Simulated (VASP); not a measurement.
TaN:

```xyz
2
Lattice="2.9575 0.0000 0.0000 -1.4787 2.5612 0.0000 0.0000 0.0000 2.9021" Properties=species:S:1:pos:R:3 pbc="T T T"
Ta    0.0000    0.0000    1.4510
N     1.4787    0.8537    0.0000
```

This cell differs from its parent crystal: volume scaled by 1.02.

Base run:

| Property | Result |
| --- | --- |
| Program | VASP 6.6.1 |
| Functional | LDA |
| Potentials or basis | VASP PAW LDA potentials, release 64 (Ta_pv, N) |
| Cutoff | 520 eV |
| k mesh | 10 × 10 × 9 |
| Occupations | fermi-dirac, width 0.05 eV |
| Spin | no spin polarisation |

Its results: band gap on the k mesh zero (band 8 reaches 8.08 eV, above the bottom of band 9 at 7.81 eV); pressure -16.2 GPa.

Q: The run is repeated on the same cell with these changes: functional from LDA to r2SCAN; potentials or basis from VASP PAW LDA potentials, release 64 (Ta_pv, N) to VASP PAW PBE potentials, release 64 (Ta_pv, N). What comes out?

A: Band gap on the k mesh zero (band 8 reaches 8.29 eV, above the bottom of band 9 at 7.96 eV); pressure -5.6 GPa.

Caveats: spin-orbit coupling is left out, which moves the levels of the heavy elements; the PAW data sets were made with another functional, which shifts forces and pressure a little (some runs).
